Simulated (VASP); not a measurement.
Write the native input for VASP 6.6.1 that does the following.

```
Task                   : single point
Functional             : PBE
Potentials or basis    : VASP PAW PBE potentials, release 64 (Al, N)
Cutoff                 : 520 eV
k mesh                 : 9 × 9 × 6
Occupations            : gaussian, width 0.05 eV
Spin                   : no spin polarisation
Dipole correction      : no
Further INCAR settings : ALGO = Normal; EDIFF = 1e-06; NBANDS = 16
```

The structure of AlN lies in POSCAR:

```
AlN
1.0
    3.1612000000      0.0000000000      0.0000000000
   -1.5806000000      2.7376795064      0.0000000000
    0.0000000000      0.0000000000      5.0169562961
Al N
2 2
Direct
    0.3333333333      0.6666666667      0.0009292699
    0.6666666667      0.3333333333      0.5009292699
    0.3333333333      0.6666666667      0.3840707301
    0.6666666667      0.3333333333      0.8840707301
```

These files were run (other wordings do the same):

INCAR

```
SYSTEM = AlN
PREC     = Accurate       ! precision mode
ENCUT    = 520            ! plane-wave cutoff, eV
EDIFF    = 1E-6           ! SCF threshold, eV
ISMEAR   = 0              ! smearing method
SIGMA    = 0.05           ! smearing width, eV
LREAL    = .FALSE.        ! projectors in reciprocal space
LASPH    = .TRUE.         ! aspherical terms in the spheres
NELM     = 100            ! most SCF steps
ALGO     = Normal         ! electronic algorithm
ISIF     = 2              ! what is computed and relaxed
LWAVE    = .FALSE.        ! write WAVECAR
LCHARG   = .FALSE.        ! write CHGCAR
GGA      = PE             ! functional
NBANDS   = 16             ! bands
```

KPOINTS

```
regular mesh
0
G
  9 9 6
  0 0 0
```

Potentials or basis: VASP PAW PBE potentials, release 64 (Al, N).

Run with:

```console
$ cat potpaw_PBE.64/Al/POTCAR potpaw_PBE.64/N/POTCAR > POTCAR
$ mpirun -np 1 vasp_std > vasp.out
```

Results of the run:

The pressure is -4.0 GPa and the band gap on the k mesh is 3.83 eV, direct.

It took 21 s on 1 thread of Intel(R) Xeon(R) Platinum 8259CL CPU @ 2.50GHz (Skylake/Cascade Lake) (shared host), peak memory 0.16 GiB.
